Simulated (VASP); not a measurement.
Input of a VASP 6.6.1 run:

File POSCAR:

```
Na2S
1.0
    0.0000000000      3.2554286299      3.2554286299
    3.2554286299      0.0000000000      3.2554286299
    3.2554286299      3.2554286299      0.0000000000
Na S
2 1
Direct
    0.2500000000      0.2500000000      0.2500000000
    0.7500000000      0.7500000000      0.7500000000
    0.0000000000      0.0000000000      0.0000000000
```

File INCAR.step1:

```
  ALGO = Normal
  EDIFF = 1E-5
  ENCUT = 400
  GGA = PE
  GGA_COMPAT = False
  ISIF = 2
  ISMEAR = 0
  LASPH = True
  LREAL = False
  LWAVE = True
  NBANDS = 17
  NELM = 120
  PREC = Accurate
  SIGMA = 0.01
```

File INCAR.step2:

```
  AEXX = 0.5
  ALGO = Normal
  EDIFF = 1E-6
  ENCUT = 400
  GGA = PE
  GGA_COMPAT = False
  HFSCREEN = 0.5
  ISIF = 2
  ISMEAR = 0
  ISTART = 1
  LASPH = True
  LCHARG = True
  LELF = True
  LHFCALC = True
  LREAL = False
  LVHAR = True
  LWAVE = False
  NBANDS = 17
  NELM = 120
  PREC = Accurate
  PRECFOCK = Normal
  SIGMA = 0.01
```

File KPOINTS:

```
k-points
0
Gamma
  4 4 4
```

Potentials or basis: VASP PAW PBE potentials, release 64 (Na_pv, S).

The run is started by

```console
$ cat potpaw_PBE.64/Na_pv/POTCAR potpaw_PBE.64/S/POTCAR > POTCAR
$ cp INCAR.step1 INCAR
$ mpirun -np 1 vasp_std > vasp.out
$ cp INCAR.step2 INCAR
$ mpirun -np 1 vasp_std > vasp.out
```

Question: Estimate the band gap on the k mesh.

Answer: 3.51 eV, direct.

Question: Predict the pressure.

Answer: -0.2 GPa.

Caveat: the PAW data sets were made with another functional, which shifts forces and pressure a little.
